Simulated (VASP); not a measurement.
# Li2Hg (fluorite type) (Fm-3m) in VASP: notebook, part 2 of 2

VASP 6.6.1. The steps go on from the part before.

**3. Single point, LDA (volume scaled by 0.7)**

INCAR

```
SYSTEM = Li2Hg
  PREC = Accurate
  ENCUT = 520
  EDIFF = 1E-6
  ISMEAR = -1
  SIGMA = 0.05
  LREAL = .False.
  LASPH = .True.
  NELM = 100
  ALGO = Normal
  ISIF = 2
  LWAVE = .False.
  LCHARG = .False.
  GGA = CA
  NBANDS = 16
```

KPOINTS

```
Automatic mesh
0
Gamma
  10 10 10
  0 0 0
```

POSCAR

```
Li2Hg
1.0
    0.0000000000      2.7632457258      2.7632457258
    2.7632457258      0.0000000000      2.7632457258
    2.7632457258      2.7632457258      0.0000000000
Hg Li
1 2
Direct
    0.0000000000      0.0000000000      0.0000000000
    0.2500000000      0.2500000000      0.2500000000
    0.7500000000      0.7500000000      0.7500000000
```

Potentials or basis: VASP PAW LDA potentials, release 64 (Hg, Li_sv).

Command:

```console
> cat potpaw_LDA.64/Hg/POTCAR potpaw_LDA.64/Li_sv/POTCAR > POTCAR
> mpirun -np 1 vasp_std > vasp.out
```

OUTCAR:

```text
SYSTEM = Li2Hg
   PREC = Accurate
   ENCUT = 520
   EDIFF = 1E-6
   ISMEAR = -1
   LREAL = .False.
   LASPH = .True.
   NELM = 100
   ISIF = 2
   GGA = CA

 ion  position               nearest neighbor table
   1  0.000  0.000  0.000-   3 2.39   3 2.39   2 2.39   2 2.39   3 2.39   2 2.39   3 2.39   2 2.39

   2  0.250  0.250  0.250-   1 2.39   1 2.39   1 2.39   1 2.39
   3  0.750  0.750  0.750-   1 2.39   1 2.39   1 2.39   1 2.39

  LATTYP: Found a face centered cubic cell.
 ALAT       =     5.5264914516

  Lattice vectors:

 A1 = (   0.0000000000,   2.7632457258,   2.7632457258)
 A2 = (   2.7632457258,   0.0000000000,   2.7632457258)
 A3 = (   2.7632457258,   2.7632457258,   0.0000000000)

Analysis of symmetry for initial positions (statically):
=====================================================================
 Subroutine PRICEL returns:
 Original cell was already a primitive cell.

 Routine SETGRP: Setting up the symmetry group for a
 face centered cubic supercell.

 Subroutine GETGRP returns: Found 48 space group operations
 (whereof 48 operations were pure point group operations)
 out of a pool of 48 trial point group operations.

The static configuration has the point symmetry O_h .

Analysis of symmetry for dynamics (positions and initial velocities):
=====================================================================
 Subroutine PRICEL returns:
 Original cell was already a primitive cell.

 Routine SETGRP: Setting up the symmetry group for a
 face centered cubic supercell.

 Subroutine GETGRP returns: Found 48 space group operations
 (whereof 48 operations were pure point group operations)
 out of a pool of 48 trial point group operations.

The dynamic configuration has the point symmetry O_h .

 Subroutine INISYM returns: Found 48 space group operations
 (whereof 48 operations are pure point group operations),
 and found     1 'primitive' translations

----------------------------------------------------------------------------------------

                                     Primitive cell

  volume of cell :      42.1977

  direct lattice vectors                    reciprocal lattice vectors
     0.000000000  2.763245726  2.763245726    -0.180946629  0.180946629  0.180946629
     2.763245726  0.000000000  2.763245726     0.180946629 -0.180946629  0.180946629
     2.763245726  2.763245726  0.000000000     0.180946629  0.180946629 -0.180946629

  length of vectors
     3.907819582  3.907819582  3.907819582     0.313408755  0.313408755  0.313408755

  position of ions in fractional coordinates (direct lattice)
     0.000000000  0.000000000  0.000000000
     0.250000000  0.250000000  0.250000000
     0.750000000  0.750000000  0.750000000

  ion indices of the primitive-cell ions
   primitive index   ion index
                 1           1
                 2           2
                 3           3

----------------------------------------------------------------------------------------

 KPOINTS: Automatic mesh

Automatic generation of k-mesh.
 Grid dimensions read from file:
 generate k-points for:   10   10   10

 Generating k-lattice:

  Cartesian coordinates                     Fractional coordinates (reciprocal lattice)
    -0.018094663  0.018094663  0.018094663     0.100000000  0.000000000  0.000000000
     0.018094663 -0.018094663  0.018094663     0.000000000  0.100000000  0.000000000
     0.018094663  0.018094663 -0.018094663     0.000000000  0.000000000  0.100000000

  Length of vectors
     0.031340876  0.031340876  0.031340876

  Shift w.r.t. Gamma in fractional coordinates (k-lattice)
     0.000000000  0.000000000  0.000000000

 Subroutine IBZKPT returns following result:
 ===========================================

 Found     47 irreducible k-points:

 Following reciprocal coordinates:
            Coordinates               Weight
  0.000000  0.000000  0.000000      1.000000
  0.100000  0.000000  0.000000      8.000000
  0.200000  0.000000  0.000000      8.000000
  0.300000  0.000000  0.000000      8.000000
  0.400000  0.000000  0.000000      8.000000
  0.500000  0.000000  0.000000      4.000000
[... 16 lines left out ...]
  0.300000  0.300000  0.000000      6.000000
  0.400000  0.300000  0.000000     24.000000
 [... further k-points ...]
   k-points           NKPTS =     47   k-points in BZ     NKDIM =     47   number of bands    NBANDS=     16
   number of dos      NEDOS =    301   number of ions     NIONS =      3
   total plane-waves  NPLWV =  27000
   dimension x,y,z NGX =    30 NGY =   30 NGZ =   30
   dimension x,y,z NGXF=    60 NGYF=   60 NGZF=   60
   ions per type =               1   2
   NGX,Y,Z   is equivalent  to a cutoff of  12.76, 12.76, 12.76 a.u.
   NGXF,Y,Z  is equivalent  to a cutoff of  25.53, 25.53, 25.53 a.u.
 SYSTEM =  Li2Hg
   PREC   = accura    normal or accurate (medium, high low for compatibility)
   ISTART =      0    job   : 0-new  1-cont  2-samecut
   ICHARG =      2    charge: 1-file 2-atom 10-const
   ISPIN  =      1    spin polarized calculation?
   LNONCOLLINEAR =      F non collinear calculations
   LSORBIT =      F    spin-orbit coupling
   LASPH  =      T    aspherical Exc in radial PAW
   ENCUT  =  520.0 eV  38.22 Ry    6.18 a.u.   7.27  7.27  7.27*2*pi/ulx,y,z
   NELM   =    100;   NELMIN=  2; NELMDL= -5     # of ELM steps
   EDIFF  = 0.1E-05   stopping-criterion for ELM
   LREAL  =      F    real-space projection
   EDIFFG = 0.1E-04   stopping-criterion for IOM
   NSW    =      0    number of steps for IOM
   IBRION =     -1    ionic relax: 0-MD 1-quasi-New 2-CG
   NFREE  =      0    steps in history (QN), initial steepest desc. (CG)
   ISIF   =      2    stress and relaxation
   ISYM   =      2    0-nonsym 1-usesym 2-fastsym
   POTIM  = 0.5000    time-step for ionic-motion
   TEBEG  =    0.0;   TEEND  =   0.0 temperature during run
   PSTRESS=    0.0 pullay stress
   NELECT =      18.0000    total number of electrons
   NUPDOWN=      -1.0000    fix difference up-down
   EMIN   =  10.00;   EMAX   =-10.00  energy-range for DOS
   EFERMI =   0.00;   METHOD = LEGACY
   ISMEAR =    -1;   SIGMA  =   0.05  broadening in eV -4-tet -1-fermi 0-gaus
   EFERMI_NEDOS =   21; number of points for ismear=-14 and -15
   IALGO  =     38    algorithm
   IMIX   =      4    mixing-type and parameters
     AMIX     =   0.40;   BMIX     =  1.00
     AMIX_MAG =   1.60;   BMIX_MAG =  1.00
  volume/ion in A,a.u.               =      14.07        94.92
  Fermi-wavevector in a.u.,A,eV,Ry     =   1.232356  2.328815 20.663184  1.518701
  Thomas-Fermi vector in A             =   2.367129
   LORBIT       =      0    0 simple, 1 ext, 2 COOP (PROOUT), +10 PAW based schemes
   GGA     = CA    functional components
   LHFCALC =     F    Hartree Fock is set to
   AEXX    =    0.0000 exact exchange contribution
   IVDW    =     0    specifies the selected vdW correction
   LEPSILON=     F    determine dielectric tensor
   LRPA    =     F    only Hartree local field effects (RPA)
 non-spin polarized calculation
  energy-cutoff  :      520.00
  volume of cell :       42.20
 maximum number of plane-waves:      1158
 NGX is ok and might be reduce to    30
   NGX = 15   NGY = 15   NGZ = 15

 number of electron      18.0000012 magnetization

 Free energy of the ion-electron system (eV)
  ---------------------------------------------------
  ext. energy  EPLUGINS =         0.00000000
  ---------------------------------------------------
  free energy    TOTEN  =        -4.79399807 eV

  energy without entropy =       -4.78401464  energy(sigma->0) =       -4.78900635

 E-fermi :   3.5670     XC(G=0): -10.2907

 val. band max:        3.5602120419   @ k =  -0.4000   0.3000   0.0000
 cond. band min:       3.5920411571   @ k =  -0.4000   0.4000   0.2000
 fundamental gap:      0.0318291152
 Fermi energy:         3.5670107735

 k-point     1 :       0.0000    0.0000    0.0000
  band No.  band energies     occupation
      1     -41.6817      2.00000
      2     -41.6070      2.00000
      3      -5.0673      2.00000
      4      -5.0673      2.00000
      5      -5.0673      2.00000
      6      -4.4861      2.00000
[... 8 lines left out ...]
     15      13.0230      0.00000
     16      13.0230      0.00000
[... 419 lines left out ...]
 k-point    24 :       0.4000    0.3000    0.0000
  band No.  band energies     occupation
      1     -41.6568      2.00000
      2     -41.6275      2.00000
      3      -4.9583      2.00000
      4      -4.9085      2.00000
      5      -4.6488      2.00000
      6      -4.6404      2.00000
[... 8 lines left out ...]
     15      15.6044      0.00000
     16      17.9769      0.00000

 [... further k-points ...]
[... 5 lines left out ...]
  --------------------------------------------------------------------------------------
  -------------------------------------------------------------------------------------
  Total        5.1267538      5.1267538      5.1267538      0.0000000     -0.0000000      0.0000000
  in kB      194.6545346    194.6545346    194.6545346      0.0000000     -0.0000000      0.0000000
  external PRESSURE =     194.6545346 kB  Pullay stress =       0.0000000 kB

 VOLUME and BASIS-vectors are now :
 -----------------------------------------------------------------------------
  energy-cutoff  :      520.00
  volume of cell :       42.20
      direct lattice vectors                 reciprocal lattice vectors
     0.000000000  2.763245726  2.763245726    -0.180946629  0.180946629  0.180946629
     2.763245726  0.000000000  2.763245726     0.180946629 -0.180946629  0.180946629
     2.763245726  2.763245726  0.000000000     0.180946629  0.180946629 -0.180946629

 POSITION                                       TOTAL-FORCE (eV/Angst)
 -----------------------------------------------------------------------------------
      0.00000      0.00000      0.00000         0.000000     -0.000000      0.000000
      1.38162      1.38162      1.38162        -0.000000     -0.000000     -0.000000
      4.14487      4.14487      4.14487         0.000000      0.000000      0.000000
 -----------------------------------------------------------------------------------
    total drift:                                0.000000     -0.000000      0.000000

  FREE ENERGIE OF THE ION-ELECTRON SYSTEM (eV)
  ---------------------------------------------------
  free  energy   TOTEN  =        -4.7939980656 eV

  energy  without entropy=       -4.7840146362  energy(sigma->0) =       -4.78900635
```

stdout:

```text
POSCAR found type information on POSCAR HgLi
 POSCAR found :  2 types and       3 ions
 scaLAPACK will be used
 LDA part: xc-table for (Slater(with rela. corr.)+CA(PZ))
 , standard interpolation
 POSCAR, INCAR and KPOINTS ok, starting setup
 FFT: planning ... GRIDC
 FFT: planning ... GRID_SOFT
 FFT: planning ... GRID
 WAVECAR not read
 entering main loop
```

Wall time 23 s (1 thread of Intel Xeon Platinum 8488C (Sapphire Rapids), shared host); peak memory 0.16 GiB.

What came out:

- Free energy: -4.7940 eV
- Band gap on the k mesh: zero (band 9 reaches 9.60 eV, above the bottom of band 10 at 2.83 eV)

Caveat: the cell differs from its parent crystal (volume scaled by 0.7); the cutoff is under 1.25 times the usual one of these potentials, so pressure, stress and relaxed cells hold a basis-set (Pulay) error; spin-orbit coupling is left out, which moves the levels of the heavy elements.

**4. Single point, LDA (volume scaled by 0.7)**

INCAR

```
SYSTEM = Li2Hg
PREC = Accurate
ENCUT = 520
EDIFF = 1E-7
ISMEAR = -1
SIGMA = 0.05
LREAL = .False.
LASPH = .True.
NELM = 100
ALGO = Normal
ISIF = 2
LWAVE = .False.
LCHARG = .True.
LELF = .True.
LVHAR = .True.
NBANDS = 16
```

KPOINTS is that of step 3.

POSCAR is that of step 3.

Command:

```console
> cat potpaw_LDA.64/Hg/POTCAR potpaw_LDA.64/Li_sv/POTCAR > POTCAR
> mpirun -np 1 vasp_std > vasp.out
```

Wall time 28 s (1 thread of Intel Xeon Platinum 8488C (Sapphire Rapids), shared host); peak memory 0.16 GiB.

It converged, with:

```
Free energy            : -4.7940 eV
Band gap on the k mesh : zero (band 9 reaches 9.60 eV, above the bottom of band 10 at 2.83 eV)
```

Levels at points of the mesh, in eV from the Fermi level:
| k point | band 5 | band 6 | band 7 | band 8 | band 9 | band 10 | band 11 | band 12 | band 13 | band 14 |
| --- | --- | --- | --- | --- | --- | --- | --- | --- | --- | --- |
| (0.00, 0.00, 0.00) | -8.63 | -8.05 | -8.05 | -7.97 | 6.03 | 6.03 | 6.03 | 7.17 | 7.17 | 7.17 |
| (0.50, 0.00, 0.00) | -8.45 | -7.95 | -7.95 | -5.66 | -2.96 | 3.19 | 3.19 | 7.15 | 7.15 | 9.36 |
| (0.50, 0.50, 0.00) | -8.06 | -8.06 | -7.86 | -5.03 | -1.00 | 0.13 | 0.13 | 4.38 | 8.87 | 13.97 |

Caveat: the cell differs from its parent crystal (volume scaled by 0.7); the cutoff is under 1.25 times the usual one of these potentials, so pressure, stress and relaxed cells hold a basis-set (Pulay) error; spin-orbit coupling is left out, which moves the levels of the heavy elements.

**5. Single point, LDA**

This run uses another cell than the first one, of 20.09 Å³/atom, 1.667 times its volume.

INCAR

```
SYSTEM = Li2Hg
PREC     = Accurate       ! precision mode
ENCUT    = 520            ! plane-wave cutoff, eV
EDIFF    = 1E-7           ! SCF threshold, eV
ISMEAR   = -1             ! smearing method
SIGMA    = 0.05           ! smearing width, eV
LREAL    = .FALSE.        ! projectors in reciprocal space
LASPH    = .TRUE.         ! aspherical terms in the spheres
NELM     = 80             ! most SCF steps
ALGO     = Normal         ! electronic algorithm
ISIF     = 2              ! what is computed and relaxed
LWAVE    = .FALSE.        ! write WAVECAR
LCHARG   = .FALSE.        ! write CHGCAR
NBANDS   = 16             ! bands
```

KPOINTS

```
Automatic mesh
0
G
  10 10 10
  0 0 0
```

POSCAR

```
Li2Hg
1.0
    0.0000000000      3.1120996418      3.1120996418
    3.1120996418      0.0000000000      3.1120996418
    3.1120996418      3.1120996418      0.0000000000
Hg Li
1 2
Direct
    0.0000000000      0.0000000000      0.0000000000
    0.2500000000      0.2500000000      0.2500000000
    0.7500000000      0.7500000000      0.7500000000
```

Command:

```console
> cat potpaw_LDA.64/Hg/POTCAR potpaw_LDA.64/Li_sv/POTCAR > POTCAR
> mpirun -np 1 vasp_std > vasp.out
```

It took 35 s on 1 thread of Intel Xeon Platinum 8488C (Sapphire Rapids), shared host; peak memory 0.19 GiB.

The run converged. Its results:

| Item | Value |
| --- | --- |
| Free energy | -5.6158 eV |
| Band gap on the k mesh | zero (band 9 reaches 6.02 eV, above the bottom of band 10 at 0.97 eV) |

Levels at points of the mesh, in eV from the Fermi level:
| k point | band 6 | band 7 | band 8 | band 9 | band 10 | band 11 | band 12 | band 13 |
| --- | --- | --- | --- | --- | --- | --- | --- | --- |
| (0.00, 0.00, 0.00) | -7.41 | -7.41 | -6.73 | 4.47 | 4.47 | 4.47 | 5.54 | 5.54 |
| (0.50, 0.00, 0.00) | -7.37 | -7.37 | -5.17 | -2.15 | 2.57 | 2.57 | 5.68 | 5.68 |
| (0.50, 0.50, 0.00) | -7.45 | -7.33 | -4.71 | -0.98 | 0.38 | 0.38 | 3.34 | 6.17 |

Caveat: the cutoff is under 1.25 times the usual one of these potentials, so pressure, stress and relaxed cells hold a basis-set (Pulay) error; spin-orbit coupling is left out, which moves the levels of the heavy elements.

**6. Single point, LDA**

This run uses another cell than the first one, of 20.09 Å³/atom, 1.667 times its volume.

INCAR

```
  ALGO = Normal
  EDIFF = 1E-7
  ENCUT = 520
  ISIF = 2
  ISMEAR = -1
  LASPH = True
  LCHARG = True
  LELF = True
  LREAL = False
  LVHAR = True
  LWAVE = False
  NBANDS = 16
  NELM = 80
  PREC = Accurate
  SIGMA = 0.05
```

KPOINTS

```
k-points
0
Gamma
  10 10 10
```

POSCAR is that of step 5.

Potentials or basis: VASP PAW LDA potentials, release 64 (Hg, Li_sv).

Command:

```console
> cat potpaw_LDA.64/Hg/POTCAR potpaw_LDA.64/Li_sv/POTCAR > POTCAR
> mpirun -np 1 vasp_std > vasp.out
```

Wall time 36 s (1 thread of Intel Xeon Platinum 8488C (Sapphire Rapids), shared host); peak memory 0.19 GiB.

It converged, with:

```yaml
Free_energy: -5.6158 eV
Band_gap_on_the_k_mesh: zero (band 9 reaches 6.02 eV, above the bottom of band 10 at 0.97 eV)
```

Levels at points of the mesh, in eV from the Fermi level:
| k point | band 6 | band 7 | band 8 | band 9 | band 10 | band 11 | band 12 | band 13 |
| --- | --- | --- | --- | --- | --- | --- | --- | --- |
| (0.00, 0.00, 0.00) | -7.41 | -7.41 | -6.73 | 4.47 | 4.47 | 4.47 | 5.54 | 5.54 |
| (0.50, 0.00, 0.00) | -7.37 | -7.37 | -5.17 | -2.15 | 2.57 | 2.57 | 5.68 | 5.68 |
| (0.50, 0.50, 0.00) | -7.45 | -7.33 | -4.71 | -0.98 | 0.38 | 0.38 | 3.34 | 6.17 |

Caveat: the cutoff is under 1.25 times the usual one of these potentials, so pressure, stress and relaxed cells hold a basis-set (Pulay) error; spin-orbit coupling is left out, which moves the levels of the heavy elements.

**7. Overview**

```tsv
cell	gap on the mesh (eV)
a = 3.712 Å, angles 60.0°, 3 atoms	none
a = 3.908 Å, angles 60.0°, 3 atoms	none
a = 4.401 Å, angles 60.0°, 3 atoms	none
```

Alike in all rows: task single point; level LDA; potentials or basis VASP PAW LDA potentials, release 64 (Hg, Li_sv); no spin polarisation; k mesh 10 × 10 × 10; cutoff (eV) 520; smearing fermi-dirac 0.05 eV.

Caveats: the cutoff is under 1.25 times the usual one of these potentials, so pressure, stress and relaxed cells hold a basis-set (Pulay) error; spin-orbit coupling is left out, which moves the levels of the heavy elements.

Absolute energies hang on the potentials; compare differences alone.
